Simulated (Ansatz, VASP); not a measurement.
**Fe3Ge in VASP and in Ansatz**

```xyz
4
Lattice="3.6605 0.0000 0.0000 0.0000 3.6605 0.0000 0.0000 0.0000 3.6605" Properties=species:S:1:pos:R:3 pbc="T T T"
Fe    0.0000    1.8303    1.8303
Fe    1.8303    1.8303    0.0000
Fe    1.8303    0.0000    1.8303
Ge    0.0000    0.0000    0.0000
```

Alike in both runs: task single point; functional PBEsol; k mesh 12 × 12 × 12; occupations gaussian, width 0.1 eV; collinear spin.

|  | VASP | Ansatz |
| --- | --- | --- |
| version | VASP 6.6.1 | Ansatz 0.2.0 |
| potentials or method | VASP PAW PBE potentials, release 64 (Fe, Ge_d), cutoff 520 eV | scalar-relativistic, plane waves, PAW |
| valence electrons in the cell | 38 | 62 |

Ansatz gave:

```
gap on the k mesh at the Fermi level (eV)                     : none
pressure (GPa)                                                : -11.4
net moment per atom (μB)                                      : 1.61
size of the moment on the site where the two differ most (μB) : 0.12
```

Which values does VASP return?

gap on the k mesh at the Fermi level (eV): none; pressure (GPa): -11.2; net moment per atom (μB): 1.61; size of the moment on the site where the two differ most (μB): 0.14.

VASP's potentials were made for PBE, not for PBEsol. Site moments also hang on the region over which each program counts them. A gap of «none» marks a metal or a gap that the smearing closes. VASP's potentials hold 38 valence electrons a cell and Ansatz's 62, so a difference there can come from the potentials and not from the codes.
